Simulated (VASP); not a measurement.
A run of VASP 6.6.1:

File INCAR:

```
PREC     = Accurate       # precision mode
ENCUT    = 520            # plane-wave cutoff, eV
EDIFF    = 1E-6           # SCF threshold, eV
ISMEAR   = 0              # smearing method
SIGMA    = 0.05           # smearing width, eV
LREAL    = F              # projectors in reciprocal space
LASPH    = T              # aspherical terms in the spheres
NELM     = 100            # most SCF steps
ALGO     = Normal         # electronic algorithm
ISIF     = 2              # what is computed and relaxed
LWAVE    = F              # write WAVECAR
LCHARG   = T              # write CHGCAR
LELF     = T              # ELF
LVHAR    = T            
NBANDS   = 21             # bands
```

File KPOINTS:

```
Automatic mesh
0
Gamma
  8 8 6
```

File POSCAR:

```
AlGaN2
1.0
    3.1152864669      0.0000000000      0.0000000000
    0.0000000000      3.1152864669      0.0000000000
    0.0000000000      0.0000000000      4.3843302008
Al Ga N
1 1 2
Direct
    0.5000000000      0.5000000000      0.5000000000
    0.0000000000      0.0000000000      0.0000000000
    0.5000000000      0.0000000000      0.7400513254
    0.0000000000      0.5000000000      0.2599486746
```

Potentials or basis: VASP PAW LDA potentials, release 64 (Al, Ga_d, N).

Launch:

```console
$ cat potpaw_LDA.64/Al/POTCAR potpaw_LDA.64/Ga_d/POTCAR potpaw_LDA.64/N/POTCAR > POTCAR
$ mpirun -np 1 vasp_std > vasp.out
```

Hardware: 1 thread of AMD EPYC 7R13, on a shared host.

Q: How long does it take, and how much memory?

A: Wall time 66 s on 1 thread of AMD EPYC 7R13, with other jobs on the host, peak memory 0.15 GiB. Counts: scf iterations 13, k points 60.
